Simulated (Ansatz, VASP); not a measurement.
**HfZr3S8: VASP beside Ansatz**

```
CELL_PARAMETERS angstrom
6.36752 0.00000 0.00038
0.00000 7.35540 0.00000
0.00030 0.00000 6.77087
ATOMIC_POSITIONS crystal
Zr 0.50000 0.24964 0.00000
Zr 0.00000 0.50000 0.00000
Zr 0.50000 0.75036 0.00000
Hf 0.00000 0.00000 0.00000
S 0.66927 0.00000 0.78624
S 0.16554 0.24826 0.78627
S 0.66632 0.50000 0.78587
S 0.16554 0.75174 0.78627
S 0.83446 0.75174 0.21373
S 0.33073 0.00000 0.21376
S 0.83446 0.24826 0.21373
S 0.33368 0.50000 0.21413
```

Alike in both runs: functional PBE; k mesh 4 × 4 × 4; occupations gaussian, width 0.02 eV; no spin polarisation.

Ansatz relaxed the structure, and its values are those at the end. VASP's run is a single point on that final structure, the one shown.

```csv
,VASP,Ansatz
version,VASP 6.6.1,Ansatz 0.2.0
potentials or method,"VASP PAW PBE potentials, release 64 (Zr_sv, Hf_pv, S), cutoff 520 eV","scalar-relativistic, plane waves, PAW"
valence electrons in the cell,94,110
```

```csv
,VASP,Ansatz,Ansatz less VASP
gap on the k mesh at the Fermi level (eV),1.13,1.13,-0.002
least direct gap on the mesh (eV),1.17,1.17,-0.002
pressure (GPa),-0.1,0.0,+0.15
rms of the force components (eV/Å),0.016,0.001,-0.0154
```

With one functional, cell and mesh, what is left measures potentials, basis and numerics. VASP's potentials hold 94 valence electrons a cell and Ansatz's 110, so a difference there can come from the potentials and not from the codes.

Neither program's run includes spin-orbit coupling.
